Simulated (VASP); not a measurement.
# Sn3SbSe: relaxation of cell and atoms with PBE

Crystal: Sn3SbSe.

```
CELL_PARAMETERS angstrom
5.01710 0.00000 0.00000
0.00000 5.01710 0.00000
0.00000 0.00000 5.01710
ATOMIC_POSITIONS crystal
Sn 0.00000 0.50000 0.50000
Sn 0.50000 0.00000 0.50000
Sn 0.50000 0.50000 0.00000
Sb 0.50000 0.50000 0.50000
Se 0.00000 0.00000 0.00000
```

```yaml
Program: VASP 6.6.1
Task: relaxation of cell and atoms
Functional: PBE
Potentials_or_basis: VASP PAW PBE potentials, release 64 (Sn_d, Sb, Se)
Cutoff: 600 eV
k_mesh: 4 × 4 × 4
Occupations: gaussian, width 0.1 eV
Spin: no spin polarisation
Dipole_correction: no
Further_INCAR_settings: ALGO = Normal; EDIFF = 1e-06; IBRION = 2; EDIFFG = -0.04; NSW = 90; ISIF = 3
```

```
Relaxed volume                         : 36.99 Å³/atom
Relaxed cell                           : a = 5.697 Å, b = 5.697 Å, c = 5.697 Å, α = 90.00°, β = 90.00°, γ = 90.00°
Space group after relaxing (to 0.05 Å) : Pm-3m (No. 221)
Energy gained by relaxing              : 730.4 meV/atom
Ionic steps                            : 3
Pressure after relaxing                : 0.1 GPa
```

Step by step:
```tsv
step	energy change (eV)	largest force (eV/Å)	pressure (GPa)	volume (Å³)
1	0.0000	0.0000	27.28	126.29
2	-3.2254	0.0000	-3.29	222.34
3	-3.6518	0.0000	0.14	184.94
```

Final structure:
```xyz
5
Lattice="5.6974 0.0000 0.0000 0.0000 5.6974 0.0000 0.0000 0.0000 5.6974" Properties=species:S:1:pos:R:3 pbc="T T T"
Sn    0.0000    2.8487    2.8487
Sn    2.8487    0.0000    2.8487
Sn    2.8487    2.8487    0.0000
Sb    2.8487    2.8487    2.8487
Se    0.0000    0.0000    0.0000
```

Levels at points of the mesh, in eV from the Fermi level:
| k point | band 24 | band 25 | band 26 | band 27 | band 28 | band 29 |
| --- | --- | --- | --- | --- | --- | --- |
| (0.00, 0.00, 0.00) | -1.61 | -1.61 | -1.61 | 0.78 | 0.78 | 0.78 |
| (0.50, 0.00, 0.00) | -1.90 | -1.18 | -0.51 | -0.01 | 0.51 | 0.51 |
| (0.50, 0.50, 0.00) | -1.87 | -1.44 | -0.39 | -0.39 | 0.10 | 0.10 |
| (0.50, 0.50, 0.50) | 0.33 | 0.33 | 0.33 | 0.71 | 0.71 | 0.71 |

Run time: 85 s on 1 thread of Intel(R) Xeon(R) Platinum 8488C (Sapphire Rapids), with other jobs on the host, peak memory 0.27 GiB.

Caveat: the volume moved by over 15 % at a fixed basis, so the end points are rough; spin-orbit coupling is left out, which moves the levels of the heavy elements.
